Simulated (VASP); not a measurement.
# SrO: single point with PBE

Crystal: SrO.

```
Sr O
1.0
     0.00000    2.59739    2.59739
     2.59739    0.00000    2.59739
     2.59739    2.59739    0.00000
Sr O
1 1
Cartesian
  0.0000 0.0000 0.0000
  2.5974 2.5620 2.5620
```

This cell differs from its parent crystal: all O atoms moved +0.050 Å, as atom 2 towards its neighbour atom 2 (O) at 3.673 Å.

```json
{
 "Program": "VASP 6.6.1",
 "Task": "single point",
 "Functional": "PBE",
 "Potentials or basis": "VASP PAW PBE potentials, release 64 (Sr_sv, O)",
 "Cutoff": "520 eV",
 "k mesh": "8 × 8 × 8",
 "Occupations": "gaussian, width 0.05 eV",
 "Spin": "no spin polarisation",
 "Dipole correction": "no",
 "Further INCAR settings": "ALGO = Normal; EDIFF = 1e-06; NBANDS = 15"
}
```

```yaml
Pressure: 0.6 GPa
Largest_force: 0.096 eV/Å
Band_gap_on_the_k_mesh: 3.30 eV, indirect (least direct gap 3.40 eV)
```

Forces on the atoms (eV/Å):
```
Sr   0.000 -0.068 -0.068
O    0.000  0.068  0.068
```

Stress tensor (GPa, compression positive):
```
 0.49  0.00  0.00
 0.00  0.62 -0.01
 0.00 -0.01  0.62
```

Levels at points of the mesh, in eV from the valence-band top:
```tsv
k point	band 4	band 5	band 6	band 7	band 8	band 9	band 10	band 11	band 12	band 13
(0.00, 0.00, 0.00)	-14.16	-14.15	0.00	0.00	0.00	3.77	6.15	6.16	6.16	8.25
(0.50, 0.00, 0.00)	-14.24	-12.98	-2.11	-1.08	-1.07	6.42	8.21	8.68	8.69	11.62
(0.00, 0.50, 0.00)	-14.24	-12.98	-2.11	-1.07	-1.07	6.42	8.18	8.67	8.70	11.62
(0.50, 0.50, 0.00)	-14.49	-14.48	-0.48	-0.11	-0.10	3.30	7.57	9.98	10.10	10.85
(0.00, 0.50, 0.50)	-14.49	-14.47	-0.48	-0.12	-0.10	3.31	7.57	9.98	10.12	10.85
```

It took 30 s on 1 thread of Intel(R) Xeon(R) 6975P-C (Granite Rapids) (shared host), peak memory 0.19 GiB.

Caveat: the cell differs from its parent crystal (all O atoms moved +0.050 Å, as atom 2 towards its neighbour atom 2 (O) at 3.673 Å). A k mesh can miss the band edges.
